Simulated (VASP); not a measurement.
GaN, 2 atoms in the cell. It takes space group F-43m (No. 216, cubic). Conventional cell: a = 4.455 Å, b = 4.455 Å, c = 4.455 Å, α = 90.00°, β = 90.00°, γ = 90.00°. Within 2.6 Å of Ga (site symmetry -43m) lie 4 N at 1.93 Å. N (site symmetry -43m) has 4 Ga at 1.93 Å within 2.6 Å. 

```yaml
Program: VASP 6.6.1
Task: single point
Functional: LDA
Potentials_or_basis: VASP PAW LDA potentials, release 64 (Ga_d, N)
Cutoff: 520 eV
k_mesh: 18 × 18 × 18
Occupations: fermi-dirac, width 0.05 eV
Spin: no spin polarisation
Dipole_correction: no
Further_INCAR_settings: ALGO = Normal; EDIFF = 1e-06; NBANDS = 16
```

Potentials or basis: VASP PAW LDA potentials, release 64 (Ga_d, N).

Command:

```sh
$ cat potpaw_LDA.64/Ga_d/POTCAR potpaw_LDA.64/N/POTCAR > POTCAR
$ mpirun -np 1 vasp_std > vasp.out
```

Hardware: 1 thread of AMD EPYC 7R13, on a shared host.

Estimate the wall time of this run.

Run time: 33 s on 1 thread of AMD EPYC 7R13 (shared host), peak memory 0.18 GiB. Counts: scf iterations 13, k points 195.
